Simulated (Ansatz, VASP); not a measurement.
# SiGeO4 in VASP and in Ansatz

```
Si Ge O
1.0
     0.00000    3.82570    3.82570
     3.82570    0.00000    3.82570
     3.82570    3.82570    0.00000
Si Ge O
1 1 4
Cartesian
  5.7386 5.7386 5.7386
  3.8257 3.8257 3.8257
  4.8144 2.8370 2.8370
  2.8370 4.8144 2.8370
  2.8370 2.8370 4.8144
  4.8144 4.8144 4.8144
```

Alike in both runs: functional PBE; k mesh 6 × 6 × 6; occupations gaussian, width 0.02 eV; no spin polarisation.

Ansatz relaxed the structure, and its values are those at the end. VASP's run is a single point on that final structure, the one shown.

|  | VASP | Ansatz |
| --- | --- | --- |
| version | VASP 6.6.1 | Ansatz 0.2.0 |
| potentials or method | VASP PAW PBE potentials, release 64 (Si, Ge_d, O), cutoff 520 eV | scalar-relativistic, plane waves, PAW |
| valence electrons in the cell | 42 | 42 |

|  | VASP | Ansatz | Ansatz less VASP |
| --- | --- | --- | --- |
| gap on the k mesh at the Fermi level (eV) | 4.39 | 4.39 | +0.003 |
| least direct gap on the mesh (eV) | 4.39 | 4.39 | +0.002 |
| pressure (GPa) | 3.8 | 4.1 | +0.31 |
| rms of the force components (eV/Å) | 0.055 | 0.000 | -0.0550 |

The functional is the same, so the differences come from potentials, cutoffs and numerics. Ansatz's warnings: stress scf threshold loose.
